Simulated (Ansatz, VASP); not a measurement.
# Mg2CdTe3: VASP beside Ansatz

```xyz
12
Lattice="4.6335 0.0000 0.0000 -2.3167 4.0127 0.0000 0.0000 0.0000 22.6466" Properties=species:S:1:pos:R:3 pbc="T T T"
Mg    0.0000    2.6751   15.0428
Mg    0.0000    2.6751   22.6345
Mg    2.3167    1.3376    3.7195
Mg    2.3167    1.3376   11.3112
Cd    0.0000    2.6751    7.5463
Cd    2.3167    1.3376   18.8696
Te    0.0000    2.6751    2.8132
Te    0.0000    2.6751   10.4119
Te    0.0000    2.6751   17.8703
Te    2.3167    1.3376    6.5470
Te    2.3167    1.3376   14.1365
Te    2.3167    1.3376   21.7352
```

Alike in both runs: functional PBE; k mesh 6 × 6 × 2; occupations gaussian, width 0.02 eV; no spin polarisation.

Ansatz relaxed the structure, and its values are those at the end. VASP's run is a single point on that final structure, the one shown.

|  | VASP | Ansatz |
| --- | --- | --- |
| version | VASP 6.6.1 | Ansatz 0.2.0 |
| potentials or method | VASP PAW PBE potentials, release 64 (Mg, Cd, Te), cutoff 520 eV | scalar-relativistic, plane waves, PAW |
| valence electrons in the cell | 68 | 176 |

Ansatz gave:

| Property | Result |
| --- | --- |
| gap on the k mesh at the Fermi level (eV) | 1.49 |
| least direct gap on the mesh (eV) | 1.49 |
| pressure (GPa) | 0.0 |
| rms of the force components (eV/Å) | 0.001 |

Estimate VASP's values.

gap on the k mesh at the Fermi level (eV): 1.49; least direct gap on the mesh (eV): 1.49; pressure (GPa): 0.0; rms of the force components (eV/Å): 0.006.

VASP's potentials hold 68 valence electrons a cell and Ansatz's 176, so a difference there can come from the potentials and not from the codes.

Spin-orbit coupling is off throughout.
